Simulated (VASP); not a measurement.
Set up this calculation in VASP 6.6.1, as the native input.

- Task: single point
- Functional: PBEsol
- Potentials or basis: VASP PAW PBE potentials, release 64 (S)
- Cutoff: 520 eV
- k mesh: 18 × 18 × 18
- Occupations: fermi-dirac, width 0.08 eV
- Spin: no spin polarisation
- Dipole correction: no
- Further INCAR settings: ALGO = Normal; EDIFF = 1e-06; NBANDS = 9

The structure of S lies in POSCAR:

```
S
1.0
    0.0000000000      1.9214002609      1.9214002609
    1.9214002609      0.0000000000      1.9214002609
    1.9214002609      1.9214002609      0.0000000000
S
1
Direct
    0.0000000000      0.0000000000      0.0000000000
```

This cell differs from its parent crystal: volume scaled by 0.95.

One way to write it, as run:

INCAR

```
PREC     = Accurate       # precision mode
ENCUT    = 520            # plane-wave cutoff, eV
EDIFF    = 1E-6           # SCF threshold, eV
ISMEAR   = -1             # smearing method
SIGMA    = 0.08           # smearing width, eV
LREAL    = F              # projectors in reciprocal space
LASPH    = T              # aspherical terms in the spheres
NELM     = 80             # most SCF steps
ALGO     = Normal         # electronic algorithm
ISIF     = 2              # what is computed and relaxed
LWAVE    = F              # write WAVECAR
LCHARG   = F              # write CHGCAR
GGA      = PS             # functional
NBANDS   = 9              # bands
```

KPOINTS

```
Automatic mesh
0
Gamma
  18 18 18
```

Potentials or basis: VASP PAW PBE potentials, release 64 (S).

Command:

```sh
$ cat potpaw_PBE.64/S/POTCAR > POTCAR
$ mpirun -np 1 vasp_std > vasp.out
```

It gave:

```json
{
 "Pressure": "5.5 GPa",
 "Band gap on the k mesh": "zero (band 3 reaches 12.93 eV, above the bottom of band 4 at 6.02 eV)"
}
```

Caveat: the PAW data sets were made with another functional, which shifts forces and pressure a little.

Wall time 15 s on 1 thread of AMD EPYC 7R13 Processor (Zen 3), on a shared host, peak memory 0.1 GiB.
